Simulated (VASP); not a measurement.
# NaH (Fm-3m) in VASP: notebook

Runs on NaH. Level: PBE. Tasks: single point.

Program: VASP 6.6.1. These are calculated values, not measurements. Logs are shortened: lines on timing, memory, paths and dates and some standing lists are left out, and cuts for length are marked.

## (1) The cell of the first run

Symmetry: Fm-3m, No. 225, cubic system. The conventional cell has a = 4.795 Å, b = 4.795 Å, c = 4.795 Å, α = 90.00°, β = 90.00°, γ = 90.00°. Na (site symmetry m-3m) has 6 H at 2.40 Å within 3.2 Å. H (site symmetry m-3m) has 6 Na at 2.40 Å within 3.2 Å.

## (2) Single point, PBE

Contents of INCAR:

```
SYSTEM = NaH
ALGO = Normal ; EDIFF = 1E-6
ENCUT = 500 ; GGA = PE
GGA_COMPAT = .FALSE. ; ISIF = 2
ISMEAR = 0 ; LASPH = .TRUE.
LCHARG = .FALSE. ; LREAL = .FALSE.
LWAVE = .FALSE. ; NBANDS = 11
NELM = 120 ; PREC = Accurate
SIGMA = 0.01
```

Contents of KPOINTS:

```
k-points
0
G
  4 4 4
  0 0 0
```

Contents of POSCAR:

```
NaH
1.0
    0.0000000000      2.3975122917      2.3975122917
    2.3975122917      0.0000000000      2.3975122917
    2.3975122917      2.3975122917      0.0000000000
Na H
1 1
Direct
    0.0000000000      0.0000000000      0.0000000000
    0.5000000000      0.5000000000      0.5000000000
```

Potentials or basis: VASP PAW PBE potentials, release 64 (Na_pv, H).

Started as:

```
> cat potpaw_PBE.64/Na_pv/POTCAR potpaw_PBE.64/H/POTCAR > POTCAR
> mpirun -np 1 vasp_std > vasp.out
```

OUTCAR:

```text
SYSTEM = NaH
   EDIFF = 1E-6
   ENCUT = 500
   GGA = PE
   ISIF = 2
   ISMEAR = 0
   LASPH = .TRUE.
   LREAL = .FALSE.
   NELM = 120
   PREC = Accurate

 ion  position               nearest neighbor table
   1  0.000  0.000  0.000-
   2  0.500  0.500  0.500-

  LATTYP: Found a face centered cubic cell.
 ALAT       =     4.7950245834

  Lattice vectors:

 A1 = (   0.0000000000,   2.3975122917,   2.3975122917)
 A2 = (   2.3975122917,   0.0000000000,   2.3975122917)
 A3 = (   2.3975122917,   2.3975122917,   0.0000000000)

Analysis of symmetry for initial positions (statically):
=====================================================================
 Subroutine PRICEL returns:
 Original cell was already a primitive cell.

 Routine SETGRP: Setting up the symmetry group for a
 face centered cubic supercell.

 Subroutine GETGRP returns: Found 48 space group operations
 (whereof 48 operations were pure point group operations)
 out of a pool of 48 trial point group operations.

The static configuration has the point symmetry O_h .

Analysis of symmetry for dynamics (positions and initial velocities):
=====================================================================
 Subroutine PRICEL returns:
 Original cell was already a primitive cell.

 Routine SETGRP: Setting up the symmetry group for a
 face centered cubic supercell.

 Subroutine GETGRP returns: Found 48 space group operations
 (whereof 48 operations were pure point group operations)
 out of a pool of 48 trial point group operations.

The dynamic configuration has the point symmetry O_h .

 Subroutine INISYM returns: Found 48 space group operations
 (whereof 48 operations are pure point group operations),
 and found     1 'primitive' translations

----------------------------------------------------------------------------------------

                                     Primitive cell

  volume of cell :      27.5621

  direct lattice vectors                    reciprocal lattice vectors
     0.000000000  2.397512292  2.397512292    -0.208549504  0.208549504  0.208549504
     2.397512292  0.000000000  2.397512292     0.208549504 -0.208549504  0.208549504
     2.397512292  2.397512292  0.000000000     0.208549504  0.208549504 -0.208549504

  length of vectors
     3.390594399  3.390594399  3.390594399     0.361218337  0.361218337  0.361218337

  position of ions in fractional coordinates (direct lattice)
     0.000000000  0.000000000  0.000000000
     0.500000000  0.500000000  0.500000000

  ion indices of the primitive-cell ions
   primitive index   ion index
                 1           1
                 2           2

----------------------------------------------------------------------------------------

 KPOINTS: k-points

Automatic generation of k-mesh.
 Grid dimensions read from file:
 generate k-points for:    4    4    4

 Generating k-lattice:

  Cartesian coordinates                     Fractional coordinates (reciprocal lattice)
    -0.052137376  0.052137376  0.052137376     0.250000000  0.000000000  0.000000000
     0.052137376 -0.052137376  0.052137376     0.000000000  0.250000000  0.000000000
     0.052137376  0.052137376 -0.052137376     0.000000000  0.000000000  0.250000000

  Length of vectors
     0.090304584  0.090304584  0.090304584

  Shift w.r.t. Gamma in fractional coordinates (k-lattice)
     0.000000000  0.000000000  0.000000000

 Subroutine IBZKPT returns following result:
 ===========================================

 Found      8 irreducible k-points:

 Following reciprocal coordinates:
            Coordinates               Weight
  0.000000  0.000000  0.000000      1.000000
  0.250000  0.000000  0.000000      8.000000
  0.500000  0.000000  0.000000      4.000000
  0.250000  0.250000  0.000000      6.000000
  0.500000  0.250000  0.000000     24.000000
 -0.250000  0.250000  0.000000     12.000000
  0.500000  0.500000  0.000000      3.000000
 -0.250000  0.500000  0.250000      6.000000
   k-points           NKPTS =      8   k-points in BZ     NKDIM =      8   number of bands    NBANDS=     11
   number of dos      NEDOS =    301   number of ions     NIONS =      2
   total plane-waves  NPLWV =  21952
   dimension x,y,z NGX =    28 NGY =   28 NGZ =   28
   dimension x,y,z NGXF=    56 NGYF=   56 NGZF=   56
   ions per type =               1   1
   NGX,Y,Z   is equivalent  to a cutoff of  13.73, 13.73, 13.73 a.u.
   NGXF,Y,Z  is equivalent  to a cutoff of  27.46, 27.46, 27.46 a.u.
 SYSTEM =  NaH
   PREC   = accura    normal or accurate (medium, high low for compatibility)
   ISTART =      0    job   : 0-new  1-cont  2-samecut
   ICHARG =      2    charge: 1-file 2-atom 10-const
   ISPIN  =      1    spin polarized calculation?
   LNONCOLLINEAR =      F non collinear calculations
   LSORBIT =      F    spin-orbit coupling
   LASPH  =      T    aspherical Exc in radial PAW
   ENCUT  =  500.0 eV  36.75 Ry    6.06 a.u.   6.18  6.18  6.18*2*pi/ulx,y,z
   NELM   =    120;   NELMIN=  2; NELMDL= -5     # of ELM steps
   EDIFF  = 0.1E-05   stopping-criterion for ELM
   LREAL  =      F    real-space projection
   EDIFFG = 0.1E-04   stopping-criterion for IOM
   NSW    =      0    number of steps for IOM
   IBRION =     -1    ionic relax: 0-MD 1-quasi-New 2-CG
   NFREE  =      0    steps in history (QN), initial steepest desc. (CG)
   ISIF   =      2    stress and relaxation
   ISYM   =      2    0-nonsym 1-usesym 2-fastsym
   POTIM  = 0.5000    time-step for ionic-motion
   TEBEG  =    0.0;   TEEND  =   0.0 temperature during run
   PSTRESS=    0.0 pullay stress
   NELECT =       8.0000    total number of electrons
   NUPDOWN=      -1.0000    fix difference up-down
   EMIN   =  10.00;   EMAX   =-10.00  energy-range for DOS
   EFERMI =   0.00;   METHOD = LEGACY
   ISMEAR =     0;   SIGMA  =   0.01  broadening in eV -4-tet -1-fermi 0-gaus
   EFERMI_NEDOS =   21; number of points for ismear=-14 and -15
   IALGO  =     38    algorithm
   IMIX   =      4    mixing-type and parameters
     AMIX     =   0.40;   BMIX     =  1.00
     AMIX_MAG =   1.60;   BMIX_MAG =  1.00
  volume/ion in A,a.u.               =      13.78        93.00
  Fermi-wavevector in a.u.,A,eV,Ry     =   1.083929  2.048328 15.985500  1.174901
  Thomas-Fermi vector in A             =   2.220006
   LORBIT       =      0    0 simple, 1 ext, 2 COOP (PROOUT), +10 PAW based schemes
   GGA     = PE    functional components
   LHFCALC =     F    Hartree Fock is set to
   AEXX    =    0.0000 exact exchange contribution
   IVDW    =     0    specifies the selected vdW correction
   LEPSILON=     F    determine dielectric tensor
   LRPA    =     F    only Hartree local field effects (RPA)
 non-spin polarized calculation
 Gauss-broadening in eV      SIGMA  =   0.01
  energy-cutoff  :      500.00
  volume of cell :       27.56
 maximum number of plane-waves:       725
 NGX is ok and might be reduce to    28
   NGX = 13   NGY = 13   NGZ = 13

 number of electron       7.9999992 magnetization

 Free energy of the ion-electron system (eV)
  ---------------------------------------------------
  ext. energy  EPLUGINS =         0.00000000
  ---------------------------------------------------
  free energy    TOTEN  =        -5.08617325 eV

  energy without entropy =       -5.08617325  energy(sigma->0) =       -5.08617325

 E-fermi :  -0.8891     XC(G=0):  -7.8490

 val. band max:       -1.0395102928   @ k =  -0.2500   0.5000   0.2500
 cond. band min:       2.7604866227   @ k =   0.5000   0.0000   0.0000
 fundamental gap:      3.7999969155
 Fermi energy:        -0.8891209207

 k-point     1 :       0.0000    0.0000    0.0000
  band No.  band energies     occupation
      1     -23.0997      2.00000
      2     -23.0997      2.00000
      3     -23.0997      2.00000
      4      -4.7231      2.00000
      5       9.5855      0.00000
      6      14.7378      0.00000
      7      14.7378      0.00000
      8      14.7378      0.00000
      9      15.6538      0.00000
     10      15.6538      0.00000
     11      15.6538      0.00000

 k-point     2 :       0.2500    0.0000    0.0000
  band No.  band energies     occupation
      1     -23.1508      2.00000
      2     -23.1057      2.00000
      3     -23.1057      2.00000
      4      -3.6724      2.00000
      5       6.2950      0.00000
      6      10.6474      0.00000
      7      13.1300      0.00000
      8      13.1300      0.00000
      9      16.6238      0.00000
     10      16.6238      0.00000
     11      18.0309      0.00000

 k-point     3 :       0.5000    0.0000    0.0000
  band No.  band energies     occupation
      1     -23.2010      2.00000
      2     -23.1118      2.00000
      3     -23.1118      2.00000
      4      -1.9069      2.00000
      5       2.7605      0.00000
      6       9.9041      0.00000
      7      12.4903      0.00000
      8      12.4903      0.00000
      9      15.5862      0.00000
     10      15.5862      0.00000
     11      18.1630      0.00000

 k-point     4 :       0.2500    0.2500    0.0000
  band No.  band energies     occupation
      1     -23.1477      2.00000
      2     -23.1168      2.00000
      3     -23.1168      2.00000
      4      -3.3558      2.00000
      5       6.5592      0.00000
      6      10.6920      0.00000
      7      11.0765      0.00000
      8      11.0765      0.00000
      9      13.9390      0.00000
     10      18.9350      0.00000
     11      21.5424      0.00000

 k-point     5 :       0.5000    0.2500    0.0000
  band No.  band energies     occupation
      1     -23.1813      2.00000
      2     -23.1372      2.00000
      3     -23.1229      2.00000
      4      -1.6762      2.00000
      5       4.0671      0.00000
      6       6.8259      0.00000
      7      10.6802      0.00000
      8      11.6351      0.00000
      9      16.0948      0.00000
     10      19.1714      0.00000
     11      19.5803      0.00000

 k-point     6 :      -0.2500    0.2500    0.0000
  band No.  band energies     occupation
      1     -23.1716      2.00000
      2     -23.1392      2.00000
      3     -23.1119      2.00000
      4      -2.2480      2.00000
      5       4.9053      0.00000
      6       6.4823      0.00000
      7      12.1518      0.00000
      8      12.6974      0.00000
      9      17.5854      0.00000
     10      17.9631      0.00000
     11      18.9917      0.00000

 k-point     7 :       0.5000    0.5000    0.0000
  band No.  band energies     occupation
      1     -23.1899      2.00000
      2     -23.1339      2.00000
      3     -23.1339      2.00000
      4      -1.2214      2.00000
      5       3.6449      0.00000
      6       9.0812      0.00000
      7       9.7795      0.00000
      8       9.7795      0.00000
      9      10.9709      0.00000
     10      23.0718      0.00000
     11      24.8590      0.00000

 k-point     8 :      -0.2500    0.5000    0.2500
  band No.  band energies     occupation
      1     -23.1619      2.00000
      2     -23.1619      2.00000
      3     -23.1362      2.00000
      4      -1.0395      2.00000
      5       5.0525      0.00000
      6       5.0525      0.00000
      7       7.4705      0.00000
      8      15.6133      0.00000
      9      16.9724      0.00000
     10      16.9724      0.00000
     11      18.5624      0.00000

------------------------ aborting loop because EDIFF is reached ----------------------------------------

  FORCE on cell =-STRESS in cart. coord.  units (eV):
  Direction    XX          YY          ZZ          XY          YZ          ZX
  --------------------------------------------------------------------------------------
  -------------------------------------------------------------------------------------
  Total        0.0834239      0.0834239      0.0834239     -0.0000000     -0.0000000      0.0000000
  in kB        4.8494034      4.8494034      4.8494034     -0.0000000     -0.0000000      0.0000000
  external PRESSURE =       4.8494034 kB  Pullay stress =       0.0000000 kB

 VOLUME and BASIS-vectors are now :
 -----------------------------------------------------------------------------
  energy-cutoff  :      500.00
  volume of cell :       27.56
      direct lattice vectors                 reciprocal lattice vectors
     0.000000000  2.397512292  2.397512292    -0.208549504  0.208549504  0.208549504
     2.397512292  0.000000000  2.397512292     0.208549504 -0.208549504  0.208549504
     2.397512292  2.397512292  0.000000000     0.208549504  0.208549504 -0.208549504

 POSITION                                       TOTAL-FORCE (eV/Angst)
 -----------------------------------------------------------------------------------
      0.00000      0.00000      0.00000        -0.000000     -0.000000     -0.000000
      2.39751      2.39751      2.39751         0.000000      0.000000      0.000000
 -----------------------------------------------------------------------------------
    total drift:                               -0.000000     -0.000000     -0.000000

  FREE ENERGIE OF THE ION-ELECTRON SYSTEM (eV)
  ---------------------------------------------------
  free  energy   TOTEN  =        -5.0861732471 eV

  energy  without entropy=       -5.0861732471  energy(sigma->0) =       -5.08617325
```

It took 2.2 s on 1 thread of Intel Xeon 6975P-C (Granite Rapids), shared host; peak memory 0.14 GiB.

Results:

```
Free energy            : -5.0862 eV
Pressure               : 0.5 GPa
Band gap on the k mesh : 3.80 eV (least direct gap 4.67 eV)
```

Caveat: the k points lie up to 0.57 Å⁻¹ apart; the structure was generated, so it needn't be the stable form of NaH.

## (3) Single point, PBE

Contents of INCAR:

```
SYSTEM = NaH
  PREC = Accurate
  ENCUT = 500
  EDIFF = 1E-6
  ISMEAR = 0
  SIGMA = 0.05
  LREAL = .FALSE.
  LASPH = .TRUE.
  NELM = 120
  ALGO = Normal
  ISIF = 2
  LWAVE = .FALSE.
  LCHARG = .TRUE.
  GGA = PE
  LELF = .TRUE.
  LVHAR = .TRUE.
  NBANDS = 11
  GGA_COMPAT = .FALSE.
```

Contents of KPOINTS:

```
regular mesh
0
G
  6 6 6
  0 0 0
```

POSCAR is that of step 2.

Potentials or basis: VASP PAW PBE potentials, release 64 (Na_pv, H).

Started as:

```
> cat potpaw_PBE.64/Na_pv/POTCAR potpaw_PBE.64/H/POTCAR > POTCAR
> mpirun -np 1 vasp_std > vasp.out
```

It took 3.4 s on 1 thread of Intel Xeon 6975P-C (Granite Rapids), shared host; peak memory 0.14 GiB.

Results (log left out):

```
Free energy            : -5.0862 eV
Pressure               : 0.5 GPa
Band gap on the k mesh : 3.85 eV (least direct gap 4.67 eV)
```

Levels at points of the mesh, in eV from the valence-band top:
| k point | band 2 | band 3 | band 4 | band 5 | band 6 | band 7 |
| --- | --- | --- | --- | --- | --- | --- |
| (0.00, 0.00, 0.00) | -22.01 | -22.01 | -3.64 | 10.67 | 15.82 | 15.82 |
| (0.50, 0.00, 0.00) | -22.03 | -22.03 | -0.82 | 3.85 | 10.99 | 13.58 |
| (0.50, 0.50, 0.00) | -22.05 | -22.05 | -0.13 | 4.73 | 10.17 | 10.87 |

Caveat: the structure was generated, so it needn't be the stable form of NaH.

## (4) Single point, PBE

Contents of INCAR:

```
SYSTEM = NaH
ALGO     = Normal         ! electronic algorithm
EDIFF    = 1E-6           ! SCF threshold, eV
ENCUT    = 500            ! plane-wave cutoff, eV
GGA      = PE             ! functional
GGA_COMPAT= .False.      
ISIF     = 2              ! what is computed and relaxed
ISMEAR   = 1              ! smearing method
LASPH    = .True.         ! aspherical terms in the spheres
LCHARG   = .False.        ! write CHGCAR
LREAL    = .False.        ! projectors in reciprocal space
LWAVE    = .False.        ! write WAVECAR
NBANDS   = 11             ! bands
NELM     = 120            ! most SCF steps
PREC     = Accurate       ! precision mode
SIGMA    = 0.5            ! smearing width, eV
```

Contents of KPOINTS:

```
k-points
0
Gamma
  6 6 6
  0 0 0
```

POSCAR is that of step 3.

Started as:

```
> cat potpaw_PBE.64/Na_pv/POTCAR potpaw_PBE.64/H/POTCAR > POTCAR
> mpirun -np 1 vasp_std > vasp.out
```

Run time: 3.1 s. Hardware: 1 thread of Intel Xeon 6975P-C (Granite Rapids), shared host; peak memory 0.14 GiB.

Results (log left out):

```yaml
Free_energy: -5.0783 eV
Pressure: 0.5 GPa
Band_gap_on_the_k_mesh: 3.85 eV (least direct gap 4.67 eV)
```

Levels at points of the mesh, in eV from the valence-band top:
| k point | band 1 | band 2 | band 3 | band 4 | band 5 | band 6 | band 7 | band 8 |
| --- | --- | --- | --- | --- | --- | --- | --- | --- |
| (0.00, 0.00, 0.00) | -22.01 | -22.01 | -22.01 | -3.64 | 10.67 | 15.83 | 15.83 | 15.83 |
| (0.50, 0.00, 0.00) | -22.11 | -22.02 | -22.02 | -0.82 | 3.85 | 10.99 | 13.58 | 13.58 |
| (0.50, 0.50, 0.00) | -22.10 | -22.04 | -22.04 | -0.13 | 4.73 | 10.17 | 10.87 | 10.87 |

Caveat: so wide a smearing shifts energies and pressures; the structure was generated, so it needn't be the stable form of NaH.

## (5) Summary

| k mesh | smearing | gap on the mesh (eV) | pressure (GPa) |
| --- | --- | --- | --- |
| 4 × 4 × 4 | gaussian 0.01 eV | 3.80 | 0.5 |
| 6 × 6 × 6 | gaussian 0.05 eV | 3.85 | 0.5 |
| 6 × 6 × 6 | methfessel-paxton 0.5 eV | 3.85 | 0.5 |

Alike in all rows: task single point; level PBE; potentials or basis VASP PAW PBE potentials, release 64 (Na_pv, H); no spin polarisation; cell as given; cutoff (eV) 500.

Caveats: some runs use coarse meshes; the structure was generated, so it needn't be the stable form of NaH; so wide a smearing shifts energies and pressures (at least some runs).

Total energies depend on the potentials used, so only differences within one code and one set of settings carry meaning.
